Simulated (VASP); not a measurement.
A run of VASP 6.6.1:

POSCAR

```
Hf
1.0
   -1.7462891998      1.7462891998      1.7462891998
    1.7462891998     -1.7462891998      1.7462891998
    1.7462891998      1.7462891998     -1.7462891998
Hf
1
Direct
    0.0000000000      0.0000000000      0.0000000000
```

Contents of INCAR.step1:

```
PREC = Accurate ; ENCUT = 520
EDIFF = 1E-7 ; ISMEAR = -1
SIGMA = 0.08 ; LREAL = F
LASPH = T ; NELM = 100
ALGO = Normal ; ISIF = 2
LWAVE = F ; LCHARG = T
LMAXMIX = 4 ; GGA = PS
NBANDS = 11
```

The input KPOINTS.step1:

```
regular mesh
0
Gamma
  15 15 15
```

The input INCAR.step2:

```
PREC = Accurate ; ENCUT = 520
EDIFF = 1E-7 ; ISMEAR = -5
SIGMA = 0.08 ; LREAL = F
LASPH = T ; NELM = 100
ALGO = Normal ; ISIF = 2
LWAVE = F ; LCHARG = F
LMAXMIX = 4 ; GGA = PS
LORBIT = 11 ; NEDOS = 1001
ICHARG = 11
```

KPOINTS.step2

```
regular mesh
0
Gamma
  23 23 23
```

Potentials or basis: VASP PAW PBE potentials, release 64 (Hf_pv).

Command:

```console
$ cat potpaw_PBE.64/Hf_pv/POTCAR > POTCAR
$ cp INCAR.step1 INCAR
$ cp KPOINTS.step1 KPOINTS
$ mpirun -np 1 vasp_std > vasp.out
$ cp INCAR.step2 INCAR
$ cp KPOINTS.step2 KPOINTS
$ mpirun -np 1 vasp_std > vasp.out
```

Hardware: 1 thread of AMD EPYC 7R13 Processor (Zen 3) (shared host).

Task: Estimate the wall time of this run.

Result: It took 72 s on 1 thread of AMD EPYC 7R13 Processor (Zen 3) (shared host), peak memory 0.18 GiB. Counts: k points 364.
